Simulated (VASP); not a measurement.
# BiB (P6_3mc) in VASP: further runs

The runs below take BiB through single point, with PBE.

All numbers are computed with VASP 6.6.1; they aren't measurements. Logs are shortened: lines on timing, memory, paths and dates and some standing lists are left out, and cuts for length are marked.

### 1 The cell of the first run

It takes space group P6_3mc (No. 186, hexagonal). The conventional cell has a = 3.866 Å, b = 3.866 Å, c = 6.375 Å, α = 90.00°, β = 90.00°, γ = 120.00°. B (site symmetry 3m) has 4 Bi at 2.37 to 2.39 Å within 3.1 Å. Within 3.1 Å of Bi (site symmetry 3m) lie 4 B at 2.37 to 2.39 Å.

### 2 Single point, PBE

The input, INCAR:

```
PREC = Accurate
ENCUT = 520
EDIFF = 1E-6
ISMEAR = -1
SIGMA = 0.02
LREAL = False
LASPH = True
NELM = 80
ALGO = Normal
ISIF = 2
LWAVE = False
LCHARG = False
GGA = PE
NBANDS = 26
```

The input, KPOINTS:

```
Automatic mesh
0
Gamma
  12 12 4
```

The input, POSCAR:

```
BiB
1.0
    3.8655765072      0.0000000000      0.0000000000
   -1.9327882536      3.3476874555      0.0000000000
    0.0000000000      0.0000000000      6.3754468407
B Bi
2 2
Direct
    0.3333333333      0.6666666667      0.0002433706
    0.6666666667      0.3333333333      0.5002433706
    0.3333333333      0.6666666667      0.3747566294
    0.6666666667      0.3333333333      0.8747566294
```

Potentials or basis: VASP PAW PBE potentials, release 64 (B, Bi_d).

On the command line:

```console
$ cat potpaw_PBE.64/B/POTCAR potpaw_PBE.64/Bi_d/POTCAR > POTCAR
$ mpirun -np 1 vasp_std > vasp.out
```

OUTCAR:

```text
PREC = Accurate
   ENCUT = 520
   EDIFF = 1E-6
   ISMEAR = -1
   LREAL = False
   LASPH = True
   NELM = 80
   ISIF = 2
   GGA = PE

 ion  position               nearest neighbor table
   1  0.333  0.667  0.000-   4 2.37   4 2.37   4 2.37   3 2.39
   2  0.667  0.333  0.500-   3 2.37   3 2.37   3 2.37   4 2.39
   3  0.333  0.667  0.375-   2 2.37   2 2.37   2 2.37   1 2.39   4 3.89   4 3.89   4 3.89   4 3.89
                             4 3.89   4 3.89
   4  0.667  0.333  0.875-   1 2.37   1 2.37   1 2.37   2 2.39   3 3.89   3 3.89   3 3.89   3 3.89
                             3 3.89   3 3.89

  LATTYP: Found a hexagonal cell.
 ALAT       =     3.8655765072
 C/A-ratio  =     1.6492874553

  Lattice vectors:

 A1 = (   3.8655765072,   0.0000000000,   0.0000000000)
 A2 = (  -1.9327882536,   3.3476874555,   0.0000000000)
 A3 = (   0.0000000000,   0.0000000000,   6.3754468407)

Analysis of symmetry for initial positions (statically):
=====================================================================
 Subroutine PRICEL returns:
 Original cell was already a primitive cell.

 Routine SETGRP: Setting up the symmetry group for a
 hexagonal supercell.

 Subroutine GETGRP returns: Found 12 space group operations
 (whereof  6 operations were pure point group operations)
 out of a pool of 24 trial point group operations.

The static configuration has the point symmetry C_3v.
 The point group associated with its full space group is C_6v.

Analysis of symmetry for dynamics (positions and initial velocities):
=====================================================================
 Subroutine PRICEL returns:
 Original cell was already a primitive cell.

 Routine SETGRP: Setting up the symmetry group for a
 hexagonal supercell.

 Subroutine GETGRP returns: Found 12 space group operations
 (whereof  6 operations were pure point group operations)
 out of a pool of 24 trial point group operations.

The dynamic configuration has the point symmetry C_3v.
 The point group associated with its full space group is C_6v.

 Subroutine INISYM returns: Found 12 space group operations
 (whereof  6 operations are pure point group operations),
 and found     1 'primitive' translations

----------------------------------------------------------------------------------------

                                     Primitive cell

  volume of cell :      82.5030

  direct lattice vectors                    reciprocal lattice vectors
     3.865576507  0.000000000  0.000000000     0.258693625  0.149356834  0.000000000
    -1.932788254  3.347687456  0.000000000     0.000000000  0.298713668  0.000000000
     0.000000000  0.000000000  6.375446841     0.000000000  0.000000000  0.156851751

  length of vectors
     3.865576507  3.865576507  6.375446841     0.298713668  0.298713668  0.156851751

  position of ions in fractional coordinates (direct lattice)
     0.333333333  0.666666667  0.000243371
     0.666666667  0.333333333  0.500243371
     0.333333333  0.666666667  0.374756629
     0.666666667  0.333333333  0.874756629

  ion indices of the primitive-cell ions
   primitive index   ion index
                 1           1
                 2           2
                 3           3
                 4           4

----------------------------------------------------------------------------------------

 KPOINTS: Automatic mesh

Automatic generation of k-mesh.
 Grid dimensions read from file:
 generate k-points for:   12   12    4

 Generating k-lattice:

  Cartesian coordinates                     Fractional coordinates (reciprocal lattice)
     0.021557802  0.012446403  0.000000000     0.083333333 -0.000000000  0.000000000
     0.000000000  0.024892806  0.000000000     0.000000000  0.083333333  0.000000000
     0.000000000  0.000000000  0.039212938     0.000000000  0.000000000  0.250000000

  Length of vectors
     0.024892806  0.024892806  0.039212938

  Shift w.r.t. Gamma in fractional coordinates (k-lattice)
     0.000000000  0.000000000  0.000000000

 Subroutine IBZKPT returns following result:
 ===========================================

 Found     57 irreducible k-points:

 Following reciprocal coordinates:
            Coordinates               Weight
  0.000000  0.000000  0.000000      1.000000
  0.083333 -0.000000  0.000000      6.000000
  0.166667 -0.000000  0.000000      6.000000
  0.250000 -0.000000  0.000000      6.000000
  0.333333  0.000000  0.000000      6.000000
  0.416667  0.000000  0.000000      6.000000
[... 16 lines left out ...]
  0.250000 -0.000000  0.250000     12.000000
  0.333333  0.000000  0.250000     12.000000
 [... further k-points ...]
   k-points           NKPTS =     57   k-points in BZ     NKDIM =     57   number of bands    NBANDS=     26
   number of dos      NEDOS =    301   number of ions     NIONS =      4
   total plane-waves  NPLWV =  43200
   dimension x,y,z NGX =    30 NGY =   30 NGZ =   48
   dimension x,y,z NGXF=    60 NGYF=   60 NGZF=   96
   ions per type =               2   2
   NGX,Y,Z   is equivalent  to a cutoff of  12.90, 12.90, 12.52 a.u.
   NGXF,Y,Z  is equivalent  to a cutoff of  25.80, 25.80, 25.03 a.u.
 SYSTEM =  unknown system
   PREC   = accura    normal or accurate (medium, high low for compatibility)
   ISTART =      0    job   : 0-new  1-cont  2-samecut
   ICHARG =      2    charge: 1-file 2-atom 10-const
   ISPIN  =      1    spin polarized calculation?
   LNONCOLLINEAR =      F non collinear calculations
   LSORBIT =      F    spin-orbit coupling
   LASPH  =      T    aspherical Exc in radial PAW
   ENCUT  =  520.0 eV  38.22 Ry    6.18 a.u.   7.19  7.19 11.85*2*pi/ulx,y,z
   NELM   =     80;   NELMIN=  2; NELMDL= -5     # of ELM steps
   EDIFF  = 0.1E-05   stopping-criterion for ELM
   LREAL  =      F    real-space projection
   EDIFFG = 0.1E-04   stopping-criterion for IOM
   NSW    =      0    number of steps for IOM
   IBRION =     -1    ionic relax: 0-MD 1-quasi-New 2-CG
   NFREE  =      0    steps in history (QN), initial steepest desc. (CG)
   ISIF   =      2    stress and relaxation
   ISYM   =      2    0-nonsym 1-usesym 2-fastsym
   POTIM  = 0.5000    time-step for ionic-motion
   TEBEG  =    0.0;   TEEND  =   0.0 temperature during run
   PSTRESS=    0.0 pullay stress
   NELECT =      36.0000    total number of electrons
   NUPDOWN=      -1.0000    fix difference up-down
   EMIN   =  10.00;   EMAX   =-10.00  energy-range for DOS
   EFERMI =   0.00;   METHOD = LEGACY
   ISMEAR =    -1;   SIGMA  =   0.02  broadening in eV -4-tet -1-fermi 0-gaus
   EFERMI_NEDOS =   21; number of points for ismear=-14 and -15
   IALGO  =     38    algorithm
   IMIX   =      4    mixing-type and parameters
     AMIX     =   0.40;   BMIX     =  1.00
     AMIX_MAG =   1.60;   BMIX_MAG =  1.00
  volume/ion in A,a.u.               =      20.63       139.19
  Fermi-wavevector in a.u.,A,eV,Ry     =   1.241707  2.346486 20.977950  1.541836
  Thomas-Fermi vector in A             =   2.376093
   LORBIT       =      0    0 simple, 1 ext, 2 COOP (PROOUT), +10 PAW based schemes
   GGA     = PE    functional components
   LHFCALC =     F    Hartree Fock is set to
   AEXX    =    0.0000 exact exchange contribution
   IVDW    =     0    specifies the selected vdW correction
   LEPSILON=     F    determine dielectric tensor
   LRPA    =     F    only Hartree local field effects (RPA)
 non-spin polarized calculation
  energy-cutoff  :      520.00
  volume of cell :       82.50
 maximum number of plane-waves:      2238
 NGX is ok and might be reduce to    30
   NGX = 15   NGY = 15   NGZ = 23

 number of electron      36.0000012 magnetization

 Free energy of the ion-electron system (eV)
  ---------------------------------------------------
  ext. energy  EPLUGINS =         0.00000000
  ---------------------------------------------------
  free energy    TOTEN  =       -17.95327557 eV

  energy without entropy =      -17.95320531  energy(sigma->0) =      -17.95324044

 E-fermi :   7.3109     XC(G=0): -10.0368

 val. band max:        7.2624898829   @ k =   0.0000   0.0000   0.0000
 cond. band min:       7.3436758633   @ k =   0.0000   0.0000   0.0000
 fundamental gap:      0.0811859804
 Fermi energy:         7.3109488009

 k-point     1 :       0.0000    0.0000    0.0000
  band No.  band energies     occupation
      1     -15.9729      2.00000
      2     -15.9675      2.00000
      3     -15.9631      2.00000
      4     -15.9631      2.00000
      5     -15.9506      2.00000
      6     -15.9506      2.00000
[... 18 lines left out ...]
     25      12.0823      0.00000
     26      13.1479      0.00000

 k-point     2 :       0.0833   -0.0000    0.0000
  band No.  band energies     occupation
      1     -15.9718      2.00000
      2     -15.9688      2.00000
      3     -15.9626      2.00000
      4     -15.9599      2.00000
      5     -15.9469      2.00000
      6     -15.9464      2.00000
[... 18 lines left out ...]
     25      12.3533      0.00000
     26      13.7647      0.00000

 k-point     3 :       0.1667   -0.0000    0.0000
  band No.  band energies     occupation
      1     -15.9778      2.00000
      2     -15.9646      2.00000
      3     -15.9604      2.00000
      4     -15.9524      2.00000
      5     -15.9372      2.00000
      6     -15.9354      2.00000
[... 18 lines left out ...]
     25      13.0426      0.00000
     26      13.5193      0.00000

 k-point     4 :       0.2500   -0.0000    0.0000
  band No.  band energies     occupation
      1     -15.9862      2.00000
      2     -15.9652      2.00000
      3     -15.9524      2.00000
      4     -15.9457      2.00000
      5     -15.9245      2.00000
      6     -15.9210      2.00000
[... 18 lines left out ...]
     25      13.5459      0.00000
     26      13.7922      0.00000
[... 496 lines left out ...]
      1     -15.9770      2.00000
      2     -15.9700      2.00000
      3     -15.9557      2.00000
      4     -15.9505      2.00000
      5     -15.9408      2.00000
      6     -15.9383      2.00000
[... 18 lines left out ...]
     25      12.6431      0.00000
     26      13.4157      0.00000

 k-point    23 :       0.2500   -0.0000    0.2500
  band No.  band energies     occupation
      1     -15.9845      2.00000
      2     -15.9720      2.00000
      3     -15.9481      2.00000
      4     -15.9417      2.00000
      5     -15.9302      2.00000
      6     -15.9241      2.00000
[... 18 lines left out ...]
     25      13.3939      0.00000
     26      13.4901      0.00000

 k-point    24 :       0.3333    0.0000    0.2500
  band No.  band energies     occupation
      1     -15.9913      2.00000
      2     -15.9753      2.00000
      3     -15.9428      2.00000
      4     -15.9369      2.00000
      5     -15.9225      2.00000
      6     -15.9114      2.00000
[... 18 lines left out ...]
     25      13.7379      0.00000
     26      14.2933      0.00000

 [... further k-points ...]
[... 5 lines left out ...]
  --------------------------------------------------------------------------------------
  -------------------------------------------------------------------------------------
  Total        0.6687233      0.6687233      0.5813672      0.0000000     -0.0000000      0.0000000
  in kB       12.9863537     12.9863537     11.2899307      0.0000000     -0.0000000      0.0000000
  external PRESSURE =      12.4208794 kB  Pullay stress =       0.0000000 kB

 VOLUME and BASIS-vectors are now :
 -----------------------------------------------------------------------------
  energy-cutoff  :      520.00
  volume of cell :       82.50
      direct lattice vectors                 reciprocal lattice vectors
     3.865576507  0.000000000  0.000000000     0.258693625  0.149356834  0.000000000
    -1.932788254  3.347687456  0.000000000     0.000000000  0.298713668  0.000000000
     0.000000000  0.000000000  6.375446841     0.000000000  0.000000000  0.156851751

 POSITION                                       TOTAL-FORCE (eV/Angst)
 -----------------------------------------------------------------------------------
     -0.00000      2.23179      0.00155         0.000000      0.000000     -0.003442
      1.93279      1.11590      3.18928         0.000000     -0.000000     -0.003442
     -0.00000      2.23179      2.38924         0.000000     -0.000000      0.003442
      1.93279      1.11590      5.57696        -0.000000      0.000000      0.003442
 -----------------------------------------------------------------------------------
    total drift:                               -0.000000      0.000000      0.000404

  FREE ENERGIE OF THE ION-ELECTRON SYSTEM (eV)
  ---------------------------------------------------
  free  energy   TOTEN  =       -17.9532755658 eV

  energy  without entropy=      -17.9532053059  energy(sigma->0) =      -17.95324044
```

Wall time 73 s (1 thread of Intel Xeon Platinum 8488C (Sapphire Rapids), shared host); peak memory 0.25 GiB.

What came out:

| Item | Value |
| --- | --- |
| Free energy | -17.9533 eV |
| Pressure | 1.2 GPa |
| Largest force | 0.003 eV/Å |
| Band gap on the k mesh | 0.08 eV, direct |

Forces in eV/Å, atoms in the order of the input:
```
B    0.000  0.000 -0.003
B    0.000  0.000 -0.003
Bi   0.000  0.000  0.003
Bi   0.000  0.000  0.003
```

Stress tensor (GPa, compression positive):
```
1.30 0.00 0.00
0.00 1.30 0.00
0.00 0.00 1.13
```

Levels at points of the mesh, in eV from the valence-band top:
| k point | band 16 | band 17 | band 18 | band 19 | band 20 | band 21 |
| --- | --- | --- | --- | --- | --- | --- |
| (0.00, 0.00, 0.00) | -0.23 | 0.00 | 0.00 | 0.08 | 0.33 | 2.55 |
| (0.50, 0.00, 0.00) | -3.53 | -3.15 | -1.72 | 0.61 | 1.64 | 3.17 |
| (0.00, 0.00, 0.50) | -1.02 | -1.02 | -1.02 | 0.75 | 0.75 | 3.66 |
| (0.50, 0.00, 0.50) | -2.85 | -2.78 | -2.78 | 0.61 | 0.61 | 2.32 |

Caveat: spin-orbit coupling is left out, which moves the levels of the heavy elements. A k mesh can miss the band edges.

(Part 1 of 2 ends here.)
